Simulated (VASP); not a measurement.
Input of a VASP 6.6.1 run:

File INCAR:

```
ALGO = Normal
EDIFF = 1E-7
ENCUT = 520
GGA = PS
ISIF = 2
ISMEAR = 0
LASPH = T
LCHARG = F
LREAL = F
LWAVE = F
NBANDS = 14
NELM = 100
PREC = Accurate
SIGMA = 0.05
```

The input KPOINTS:

```
k-points
0
Gamma
  8 8 8
```

Contents of POSCAR:

```
NaF
1.0
    0.0000000000      2.3929990000      2.3929990000
    2.3929990000      0.0000000000      2.3929990000
    2.3929990000      2.3929990000      0.0000000000
Na F
1 1
Direct
    0.0000000000      0.0000000000      0.0000000000
    0.5000000000      0.5000000000      0.5000000000
```

Potentials or basis: VASP PAW PBE potentials, release 64 (Na_pv, F).

Run with:

```bash
$ cat potpaw_PBE.64/Na_pv/POTCAR potpaw_PBE.64/F/POTCAR > POTCAR
$ mpirun -np 1 vasp_std > vasp.out
```

(1) What does it give for the pressure?

(2) Predict the band gap on the k mesh.

Answers

(1) -3.9 GPa.

(2) 5.69 eV.

Caveat: the cell differs from its parent crystal (strain +0.030 along x and y, +0.030 along z); the cell stands under tension; the PAW data sets were made with another functional, which shifts forces and pressure a little.
